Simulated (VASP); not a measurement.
A run of VASP 6.6.1 is set up as follows.

The input INCAR:

```
SYSTEM = Pd
PREC = Accurate
ENCUT = 500
EDIFF = 1E-6
ISMEAR = -1
SIGMA = 0.1
LREAL = .False.
LASPH = .True.
NELM = 120
ALGO = Normal
ISIF = 2
LWAVE = .False.
LCHARG = .True.
LELF = .True.
LVHAR = .True.
NBANDS = 11
GGA_COMPAT = .False.
```

The input KPOINTS:

```
regular mesh
0
Gamma
  10 10 10
  0 0 0
```

POSCAR

```
Pd
1.0
    0.0000000000      1.9204456635      1.9204456635
    1.9204456635      0.0000000000      1.9204456635
    1.9204456635      1.9204456635      0.0000000000
Pd
1
Direct
    0.0000000000      0.0000000000      0.0000000000
```

Potentials or basis: VASP PAW LDA potentials, release 64 (Pd).

Run with:

```sh
$ cat potpaw_LDA.64/Pd/POTCAR > POTCAR
$ mpirun -np 1 vasp_std > vasp.out
```

(1) Predict the band gap on the k mesh.

(2) Predict the pressure.

## Answers

(1) zero (bands 5 and 6 overlap by 1.69 eV).

(2) 0.3 GPa.
